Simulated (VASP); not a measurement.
# NaH (CsCl type) (Pm-3m) in VASP: further runs

The runs below take NaH (CsCl type) through single point, with PBE.

Everything below comes from runs of VASP 6.6.1. Logs are shortened: lines on timing, memory, paths and dates and some standing lists are left out, and cuts for length are marked.

**1. The cell of the first run**

It takes space group Pm-3m (No. 221, cubic). Conventional cell: a = 2.271 Å, b = 2.271 Å, c = 2.271 Å, α = 90.00°, β = 90.00°, γ = 90.00°. Within 2.6 Å of Na (site symmetry m-3m) lie 8 H at 1.97 Å and 6 Na at 2.27 Å. H (site symmetry m-3m) has 8 Na at 1.97 Å and 6 H at 2.27 Å within 2.6 Å.

**2. Single point, PBE (volume scaled by 0.45)**

Contents of INCAR:

```
SYSTEM = NaH
PREC     = Accurate       ! precision mode
ENCUT    = 520            ! plane-wave cutoff, eV
EDIFF    = 1E-7           ! SCF threshold, eV
ISMEAR   = -1             ! smearing method
SIGMA    = 0.08           ! smearing width, eV
LREAL    = .FALSE.        ! projectors in reciprocal space
LASPH    = .TRUE.         ! aspherical terms in the spheres
NELM     = 60             ! most SCF steps
ALGO     = Normal         ! electronic algorithm
ISIF     = 2              ! what is computed and relaxed
LWAVE    = .FALSE.        ! write WAVECAR
LCHARG   = .FALSE.        ! write CHGCAR
GGA      = PE             ! functional
NBANDS   = 11             ! bands
```

Contents of KPOINTS:

```
Automatic mesh
0
G
  12 12 12
  0 0 0
```

Contents of POSCAR:

```
NaH
1.0
    2.2714636606      0.0000000000      0.0000000000
    0.0000000000      2.2714636606      0.0000000000
    0.0000000000      0.0000000000      2.2714636606
Na H
1 1
Direct
    0.0000000000      0.0000000000      0.0000000000
    0.5000000000      0.5000000000      0.5000000000
```

Potentials or basis: VASP PAW PBE potentials, release 64 (Na_pv, H).

Run with:

```bash
> cat potpaw_PBE.64/Na_pv/POTCAR potpaw_PBE.64/H/POTCAR > POTCAR
> mpirun -np 1 vasp_std > vasp.out
```

OUTCAR:

```text
SYSTEM = NaH
   PREC = Accurate
   ENCUT = 520
   EDIFF = 1E-7
   ISMEAR = -1
   LREAL = .FALSE.
   LASPH = .TRUE.
   NELM = 60
   ISIF = 2
   GGA = PE

 ion  position               nearest neighbor table
   1  0.000  0.000  0.000-
   2  0.500  0.500  0.500-

  LATTYP: Found a simple cubic cell.
 ALAT       =     2.2714636606

  Lattice vectors:

 A1 = (   2.2714636606,   0.0000000000,   0.0000000000)
 A2 = (   0.0000000000,   2.2714636606,   0.0000000000)
 A3 = (   0.0000000000,   0.0000000000,   2.2714636606)

Analysis of symmetry for initial positions (statically):
=====================================================================
 Subroutine PRICEL returns:
 Original cell was already a primitive cell.

 Routine SETGRP: Setting up the symmetry group for a
 simple cubic supercell.

 Subroutine GETGRP returns: Found 48 space group operations
[... 9 lines left out ...]

 Routine SETGRP: Setting up the symmetry group for a
 simple cubic supercell.

 Subroutine GETGRP returns: Found 48 space group operations
[... 11 lines left out ...]
                                     Primitive cell

  volume of cell :      11.7197

  direct lattice vectors                    reciprocal lattice vectors
     2.271463661  0.000000000  0.000000000     0.440244771  0.000000000  0.000000000
     0.000000000  2.271463661  0.000000000     0.000000000  0.440244771  0.000000000
     0.000000000  0.000000000  2.271463661     0.000000000  0.000000000  0.440244771

  length of vectors
     2.271463661  2.271463661  2.271463661     0.440244771  0.440244771  0.440244771

  position of ions in fractional coordinates (direct lattice)
     0.000000000  0.000000000  0.000000000
     0.500000000  0.500000000  0.500000000

  ion indices of the primitive-cell ions
   primitive index   ion index
                 1           1
                 2           2

----------------------------------------------------------------------------------------

 KPOINTS: Automatic mesh

Automatic generation of k-mesh.
 Grid dimensions read from file:
 generate k-points for:   12   12   12

 Generating k-lattice:

  Cartesian coordinates                     Fractional coordinates (reciprocal lattice)
     0.036687064  0.000000000  0.000000000     0.083333333  0.000000000  0.000000000
     0.000000000  0.036687064  0.000000000     0.000000000  0.083333333  0.000000000
     0.000000000  0.000000000  0.036687064     0.000000000  0.000000000  0.083333333

  Length of vectors
     0.036687064  0.036687064  0.036687064

  Shift w.r.t. Gamma in fractional coordinates (k-lattice)
     0.000000000  0.000000000  0.000000000

 Subroutine IBZKPT returns following result:
 ===========================================

 Found     84 irreducible k-points:

 Following reciprocal coordinates:
            Coordinates               Weight
  0.000000  0.000000  0.000000      1.000000
  0.083333  0.000000  0.000000      6.000000
  0.166667  0.000000  0.000000      6.000000
  0.250000  0.000000  0.000000      6.000000
  0.333333  0.000000  0.000000      6.000000
  0.416667  0.000000  0.000000      6.000000
[... 16 lines left out ...]
  0.333333  0.333333  0.000000     12.000000
  0.416667  0.333333  0.000000     24.000000
 [... further k-points ...]
   k-points           NKPTS =     84   k-points in BZ     NKDIM =     84   number of bands    NBANDS=     11
   number of dos      NEDOS =    301   number of ions     NIONS =      2
   total plane-waves  NPLWV =   5832
   dimension x,y,z NGX =    18 NGY =   18 NGZ =   18
   dimension x,y,z NGXF=    36 NGYF=   36 NGZF=   36
   ions per type =               1   1
   NGX,Y,Z   is equivalent  to a cutoff of  13.17, 13.17, 13.17 a.u.
   NGXF,Y,Z  is equivalent  to a cutoff of  26.35, 26.35, 26.35 a.u.
 SYSTEM =  NaH
   PREC   = accura    normal or accurate (medium, high low for compatibility)
   ISTART =      0    job   : 0-new  1-cont  2-samecut
   ICHARG =      2    charge: 1-file 2-atom 10-const
   ISPIN  =      1    spin polarized calculation?
   LNONCOLLINEAR =      F non collinear calculations
   LSORBIT =      F    spin-orbit coupling
   LASPH  =      T    aspherical Exc in radial PAW
   ENCUT  =  520.0 eV  38.22 Ry    6.18 a.u.   4.22  4.22  4.22*2*pi/ulx,y,z
   NELM   =     60;   NELMIN=  2; NELMDL= -5     # of ELM steps
   EDIFF  = 0.1E-06   stopping-criterion for ELM
   LREAL  =      F    real-space projection
   EDIFFG = 0.1E-05   stopping-criterion for IOM
   NSW    =      0    number of steps for IOM
   IBRION =     -1    ionic relax: 0-MD 1-quasi-New 2-CG
   NFREE  =      0    steps in history (QN), initial steepest desc. (CG)
   ISIF   =      2    stress and relaxation
   ISYM   =      2    0-nonsym 1-usesym 2-fastsym
   POTIM  = 0.5000    time-step for ionic-motion
   TEBEG  =    0.0;   TEEND  =   0.0 temperature during run
   PSTRESS=    0.0 pullay stress
   NELECT =       8.0000    total number of electrons
   NUPDOWN=      -1.0000    fix difference up-down
   EMIN   =  10.00;   EMAX   =-10.00  energy-range for DOS
   EFERMI =   0.00;   METHOD = LEGACY
   ISMEAR =    -1;   SIGMA  =   0.08  broadening in eV -4-tet -1-fermi 0-gaus
   EFERMI_NEDOS =   21; number of points for ismear=-14 and -15
   IALGO  =     38    algorithm
   IMIX   =      4    mixing-type and parameters
     AMIX     =   0.40;   BMIX     =  1.00
     AMIX_MAG =   1.60;   BMIX_MAG =  1.00
  volume/ion in A,a.u.               =       5.86        39.54
  Fermi-wavevector in a.u.,A,eV,Ry     =   1.441448  2.723942 28.269816  2.077773
  Thomas-Fermi vector in A             =   2.560079
   LORBIT       =      0    0 simple, 1 ext, 2 COOP (PROOUT), +10 PAW based schemes
   GGA     = PE    functional components
   LHFCALC =     F    Hartree Fock is set to
   AEXX    =    0.0000 exact exchange contribution
   IVDW    =     0    specifies the selected vdW correction
   LEPSILON=     F    determine dielectric tensor
   LRPA    =     F    only Hartree local field effects (RPA)
 non-spin polarized calculation
  energy-cutoff  :      520.00
  volume of cell :       11.72
 maximum number of plane-waves:       324
 NGX is ok and might be reduce to    18
   NGX =  9   NGY =  9   NGZ =  9

 number of electron       7.9999982 magnetization

 Free energy of the ion-electron system (eV)
  ---------------------------------------------------
  ext. energy  EPLUGINS =         0.00000000
  ---------------------------------------------------
  free energy    TOTEN  =        -2.78276448 eV

  energy without entropy =       -2.78276396  energy(sigma->0) =       -2.78276422

 E-fermi :   8.0911     XC(G=0): -11.4468

 val. band max:        7.4343791596   @ k =   0.5000   0.5000   0.5000
 cond. band min:       8.8530549299   @ k =   0.5000   0.0000   0.0000
 fundamental gap:      1.4186757703
 Fermi energy:         8.0910993866

 k-point     1 :       0.0000    0.0000    0.0000
  band No.  band energies     occupation
      1     -18.3410      2.00000
      2     -18.3410      2.00000
      3     -18.3410      2.00000
      4      -2.9464      2.00000
      5      21.6831      0.00000
      6      21.6831      0.00000
      7      25.5928      0.00000
      8      27.1882      0.00000
      9      27.1882      0.00000
     10      27.1882      0.00000
     11      39.7804      0.00000

 k-point     2 :       0.0833    0.0000    0.0000
  band No.  band energies     occupation
      1     -18.4493      2.00000
      2     -18.3325      2.00000
      3     -18.3325      2.00000
      4      -2.7282      2.00000
      5      20.2506      0.00000
      6      21.8766      0.00000
      7      24.7050      0.00000
      8      27.2425      0.00000
      9      27.2425      0.00000
     10      29.9777      0.00000
     11      39.7796      0.00000

 k-point     3 :       0.1667    0.0000    0.0000
  band No.  band energies     occupation
      1     -18.7373      2.00000
      2     -18.3092      2.00000
      3     -18.3092      2.00000
      4      -2.1009      2.00000
      5      17.3202      0.00000
      6      22.4543      0.00000
      7      24.9253      0.00000
      8      27.3962      0.00000
      9      27.3962      0.00000
     10      34.0595      0.00000
     11      39.7774      0.00000

 k-point     4 :       0.2500    0.0000    0.0000
  band No.  band energies     occupation
      1     -19.1146      2.00000
      2     -18.2772      2.00000
      3     -18.2772      2.00000
      4      -1.1393      2.00000
      5      14.3393      0.00000
      6      23.4041      0.00000
      7      25.6539      0.00000
      8      27.6214      0.00000
      9      27.6214      0.00000
     10      38.4769      0.00000
     11      38.5934      0.00000

 k-point     5 :       0.3333    0.0000    0.0000
  band No.  band energies     occupation
      1     -19.4756      2.00000
      2     -18.2450      2.00000
      3     -18.2450      2.00000
      4       0.0313      2.00000
      5      11.6965      0.00000
      6      24.6887      0.00000
      7      26.4981      0.00000
      8      27.8689      0.00000
      9      27.8689      0.00000
     10      35.2968      0.00000
     11      38.8424      0.00000

 k-point     6 :       0.4167    0.0000    0.0000
  band No.  band energies     occupation
      1     -19.7306      2.00000
      2     -18.2214      2.00000
      3     -18.2214      2.00000
      4       1.1603      2.00000
      5       9.6812      0.00000
      6      26.1632      0.00000
      7      27.1752      0.00000
      8      28.0683      0.00000
      9      28.0683      0.00000
     10      32.6146      0.00000
     11      37.7844      0.00000

 k-point     7 :       0.5000    0.0000    0.0000
  band No.  band energies     occupation
      1     -19.8222      2.00000
      2     -18.2127      2.00000
      3     -18.2127      2.00000
      4       1.6926      2.00000
      5       8.8531      0.00015
      6      27.0672      0.00000
      7      27.4367      0.00000
      8      28.1459      0.00000
      9      28.1459      0.00000
     10      31.3079      0.00000
     11      37.4208      0.00000

 k-point     8 :       0.0833    0.0833    0.0000
  band No.  band energies     occupation
      1     -18.4625      2.00000
      2     -18.4159      2.00000
      3     -18.3240      2.00000
      4      -2.5158      2.00000
      5      20.1469      0.00000
      6      20.8263      0.00000
      7      23.8441      0.00000
      8      27.3044      0.00000
      9      29.4901      0.00000
     10      30.4296      0.00000
     11      39.7787      0.00000
[... 141 lines left out ...]
 k-point    19 :       0.2500    0.2500    0.0000
  band No.  band energies     occupation
      1     -19.0599      2.00000
      2     -18.8930      2.00000
      3     -18.2175      2.00000
      4       0.2791      2.00000
      5      15.4623      0.00000
      6      16.1116      0.00000
      7      25.4203      0.00000
      8      28.5938      0.00000
      9      30.7908      0.00000
     10      38.2188      0.00000
     11      38.5353      0.00000

 k-point    20 :       0.3333    0.2500    0.0000
  band No.  band energies     occupation
      1     -19.3199      2.00000
      2     -18.8951      2.00000
      3     -18.1874      2.00000
      4       1.1832      2.00000
      5      13.2179      0.00000
      6      16.8265      0.00000
      7      25.3220      0.00000
      8      29.1974      0.00000
      9      29.5263      0.00000
     10      37.1014      0.00000
     11      38.2486      0.00000

 k-point    21 :       0.4167    0.2500    0.0000
  band No.  band energies     occupation
      1     -19.5460      2.00000
      2     -18.8540      2.00000
      3     -18.1654      2.00000
      4       2.0175      2.00000
      5      11.4260      0.00000
      6      17.7775      0.00000
      7      24.4553      0.00000
      8      29.4167      0.00000
      9      29.7255      0.00000
     10      36.2650      0.00000
     11      37.7146      0.00000

 k-point    22 :       0.5000    0.2500    0.0000
  band No.  band energies     occupation
      1     -19.6287      2.00000
      2     -18.8377      2.00000
      3     -18.1573      2.00000
      4       2.3867      2.00000
      5      10.7348      0.00000
      6      18.2354      0.00000
      7      23.9178      0.00000
      8      29.5589      0.00000
      9      29.9462      0.00000
     10      35.9453      0.00000
     11      37.4303      0.00000

 k-point    23 :       0.3333    0.3333    0.0000
  band No.  band energies     occupation
      1     -19.2828      2.00000
      2     -19.1632      2.00000
      3     -18.1585      2.00000
      4       1.9047      2.00000
      5      13.8319      0.00000
      6      14.8497      0.00000
      7      24.0638      0.00000
      8      29.4126      0.00000
      9      30.0884      0.00000
     10      36.2547      0.00000
     11      39.5874      0.00000

 k-point    24 :       0.4167    0.3333    0.0000
  band No.  band energies     occupation
      1     -19.4525      2.00000
      2     -19.1565      2.00000
      3     -18.1372      2.00000
      4       2.5497      2.00000
      5      12.5780      0.00000
      6      15.4611      0.00000
      7      22.6122      0.00000
      8      29.8023      0.00000
      9      30.9435      0.00000
     10      35.5777      0.00000
     11      38.9855      0.00000

 [... further k-points ...]
[... 5 lines left out ...]
  --------------------------------------------------------------------------------------
  -------------------------------------------------------------------------------------
  Total        6.2019837      6.2019837      6.2019837      0.0000000     -0.0000000      0.0000000
  in kB      847.8593630    847.8593630    847.8593630      0.0000000     -0.0000000      0.0000000
  external PRESSURE =     847.8593630 kB  Pullay stress =       0.0000000 kB

 VOLUME and BASIS-vectors are now :
 -----------------------------------------------------------------------------
  energy-cutoff  :      520.00
  volume of cell :       11.72
      direct lattice vectors                 reciprocal lattice vectors
     2.271463661  0.000000000  0.000000000     0.440244771  0.000000000  0.000000000
     0.000000000  2.271463661  0.000000000     0.000000000  0.440244771  0.000000000
     0.000000000  0.000000000  2.271463661     0.000000000  0.000000000  0.440244771

 POSITION                                       TOTAL-FORCE (eV/Angst)
 -----------------------------------------------------------------------------------
      0.00000      0.00000      0.00000         0.000000      0.000000      0.000000
      1.13573      1.13573      1.13573         0.000000      0.000000      0.000000
 -----------------------------------------------------------------------------------
    total drift:                                0.000000     -0.000000     -0.000000

  FREE ENERGIE OF THE ION-ELECTRON SYSTEM (eV)
  ---------------------------------------------------
  free  energy   TOTEN  =        -2.7827644808 eV

  energy  without entropy=       -2.7827639597  energy(sigma->0) =       -2.78276422
```

It took 8 s on 1 thread of Intel Xeon Platinum 8259CL at 2.50GHz (Skylake/Cascade Lake), shared host; peak memory 0.11 GiB.

Results:

| Quantity | Value |
| --- | --- |
| Free energy | -2.7828 eV |
| Pressure | 84.8 GPa |
| Band gap on the k mesh | 1.42 eV, indirect (least direct gap 7.16 eV) |

 A k mesh can miss the band edges.

**3. Single point, PBE (volume scaled by 0.45)**

Contents of INCAR:

```
PREC = Accurate ; ENCUT = 520
EDIFF = 1E-6 ; ISMEAR = -1
SIGMA = 0.08 ; LREAL = False
LASPH = True ; NELM = 80
ALGO = Normal ; ISIF = 2
LWAVE = False ; LCHARG = False
GGA = PE ; NBANDS = 11
```

Contents of KPOINTS:

```
Automatic mesh
0
Gamma
  12 12 12
```

POSCAR is that of step 2.

Potentials or basis: VASP PAW PBE potentials, release 64 (Na_pv, H).

Run with:

```bash
> cat potpaw_PBE.64/Na_pv/POTCAR potpaw_PBE.64/H/POTCAR > POTCAR
> mpirun -np 1 vasp_std > vasp.out
```

Wall time 7.2 s (1 thread of Intel Xeon Platinum 8259CL at 2.50GHz (Skylake/Cascade Lake), shared host); peak memory 0.11 GiB.

Results (log left out):

```yaml
Free_energy: -2.7828 eV
Pressure: 84.7 GPa
Band_gap_on_the_k_mesh: 1.42 eV, indirect (least direct gap 7.16 eV)
```

Levels at points of the mesh, in eV from the valence-band top:
| k point | band 1 | band 2 | band 3 | band 4 | band 5 | band 6 | band 7 | band 8 | band 9 |
| --- | --- | --- | --- | --- | --- | --- | --- | --- | --- |
| (0.00, 0.00, 0.00) | -25.78 | -25.78 | -25.78 | -10.38 | 14.25 | 14.25 | 18.16 | 19.75 | 19.75 |
| (0.50, 0.00, 0.00) | -27.26 | -25.65 | -25.65 | -5.74 | 1.42 | 19.63 | 20.00 | 20.71 | 20.71 |
| (0.50, 0.50, 0.00) | -26.86 | -26.86 | -25.54 | -4.07 | 6.43 | 6.43 | 11.94 | 23.14 | 27.24 |
| (0.50, 0.50, 0.50) | -26.61 | -26.61 | -26.61 | 0.00 | 7.67 | 7.67 | 7.67 | 15.88 | 15.88 |

**4. Single point, PBE (volume scaled by 0.52)**

Contents of INCAR:

```
SYSTEM = NaH
  ALGO = Normal
  EDIFF = 1E-6
  ENCUT = 520
  GGA = PE
  ISIF = 2
  ISMEAR = -1
  LASPH = .True.
  LCHARG = .False.
  LREAL = .False.
  LWAVE = .False.
  NBANDS = 11
  NELM = 80
  PREC = Accurate
  SIGMA = 0.08
```

Contents of KPOINTS:

```
k-points
0
Gamma
  12 12 12
  0 0 0
```

Contents of POSCAR:

```
NaH
1.0
    2.3836147811      0.0000000000      0.0000000000
    0.0000000000      2.3836147811      0.0000000000
    0.0000000000      0.0000000000      2.3836147811
Na H
1 1
Direct
    0.0000000000      0.0000000000      0.0000000000
    0.5000000000      0.5000000000      0.5000000000
```

Run with:

```bash
> cat potpaw_PBE.64/Na_pv/POTCAR potpaw_PBE.64/H/POTCAR > POTCAR
> mpirun -np 1 vasp_std > vasp.out
```

Run time: 7.2 s. Hardware: 1 thread of Intel Xeon Platinum 8259CL at 2.50GHz (Skylake/Cascade Lake), shared host; peak memory 0.12 GiB.

The run converged. Its results:

| Property | Result |
| --- | --- |
| Free energy | -3.5509 eV |
| Pressure | 52.7 GPa |
| Band gap on the k mesh | 1.24 eV, indirect (least direct gap 6.59 eV) |

Levels at points of the mesh, in eV from the valence-band top:
| k point | band 1 | band 2 | band 3 | band 4 | band 5 | band 6 | band 7 | band 8 |
| --- | --- | --- | --- | --- | --- | --- | --- | --- |
| (0.00, 0.00, 0.00) | -25.40 | -25.40 | -25.40 | -9.50 | 13.62 | 13.62 | 15.86 | 18.10 |
| (0.50, 0.00, 0.00) | -26.44 | -25.31 | -25.31 | -5.35 | 1.24 | 17.87 | 18.54 | 19.40 |
| (0.50, 0.50, 0.00) | -26.18 | -26.18 | -25.23 | -3.50 | 5.84 | 5.84 | 10.75 | 21.27 |
| (0.50, 0.50, 0.50) | -26.01 | -26.01 | -26.01 | 0.00 | 7.58 | 7.58 | 7.58 | 14.23 |

 A k mesh can miss the band edges.
